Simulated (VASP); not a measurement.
Wanted: the native input for a VASP 6.6.1 run.

```
Task                   : single point
Functional             : PBE
Potentials or basis    : VASP PAW PBE potentials, release 64 (Ba_sv, Ti_sv, O)
Cutoff                 : 520 eV
k mesh                 : 8 × 8 × 8
Occupations            : gaussian, width 0.05 eV
Spin                   : no spin polarisation
Hubbard terms          : Ti d U = 4.0 eV
Dipole correction      : no
Further INCAR settings : ALGO = Normal; EDIFF = 1e-06; NBANDS = 28
```

The structure of BaTiO3 lies in POSCAR:

```
BaTiO3
1.0
    3.9954120776      0.0000000000      0.0000000000
    0.0000000000      3.9954120776      0.0000000000
    0.0000000000      0.0000000000      3.9954120776
Ba Ti O
1 1 3
Direct
    0.5002289314      0.5000000000      0.5000000000
    0.0084728830      0.0000000000      0.0000000000
    0.4862243621      0.0000000000      0.0000000000
   -0.0067695954      0.5000000000      0.0000000000
   -0.0067695954      0.0000000000      0.5000000000
```

The input as run:

INCAR

```
  PREC = Accurate
  ENCUT = 520
  EDIFF = 1E-6
  ISMEAR = 0
  SIGMA = 0.05
  LREAL = F
  LASPH = T
  NELM = 150
  ALGO = Normal
  ISIF = 2
  LWAVE = F
  LCHARG = T
  LMAXMIX = 4
  LDAU = T
  LDAUTYPE = 2
  LDAUL = -1 2 -1
  LDAUU = 0 4 0
  LDAUJ = 0 0 0
  LDAUPRINT = 1
  GGA = PE
  LELF = T
  LVHAR = T
  NBANDS = 28
```

KPOINTS

```
regular mesh
0
Gamma
  8 8 8
```

Potentials or basis: VASP PAW PBE potentials, release 64 (Ba_sv, Ti_sv, O).

The run is started by

```console
$ cat potpaw_PBE.64/Ba_sv/POTCAR potpaw_PBE.64/Ti_sv/POTCAR potpaw_PBE.64/O/POTCAR > POTCAR
$ mpirun -np 1 vasp_std > vasp.out
```

Results of the run:

* Pressure: 8.6 GPa
* Largest force: 0.417 eV/Å
* Band gap on the k mesh: 2.25 eV, indirect (least direct gap 2.50 eV)

Caveat: spin-orbit coupling is left out, which moves the levels of the heavy elements.

Wall time 110 s on 1 thread of Intel(R) Xeon(R) Platinum 8488C (Sapphire Rapids), with other jobs on the host, peak memory 0.26 GiB.
